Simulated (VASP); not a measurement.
Crystal: NaGeF3.

```
Na Ge F
1.0
     4.34764    0.00000    0.00000
     0.00000    4.34764    0.00000
     0.00000    0.00000    4.34764
Na Ge F
1 1 3
Direct
  0.00000 0.00000 0.00000
  0.50000 0.50000 0.50000
  0.50000 0.50000 0.00000
  0.50000 0.00000 0.50000
  0.00000 0.50000 0.50000
```

Base run:

```yaml
Program: VASP 6.6.1
Functional: PBE
Potentials_or_basis: VASP PAW PBE potentials, release 64 (Na_pv, Ge_d, F)
Cutoff: 600 eV
k_mesh: 4 × 4 × 4
Occupations: gaussian, width 0.01 eV
Spin: no spin polarisation
```

Its results: band gap on the k mesh 1.30 eV (least direct gap 1.90 eV); pressure 2.0 GPa.

Problem. The run is repeated on the same cell with these changes: dispersion from none to D4. What comes out?

Solution. Band gap on the k mesh 1.30 eV (least direct gap 1.90 eV); pressure 1.3 GPa.

Dispersion adds attraction, which lowers the pressure at fixed volume and, as a term added to the energy, leaves the levels alone.

A k mesh can miss the band edges.
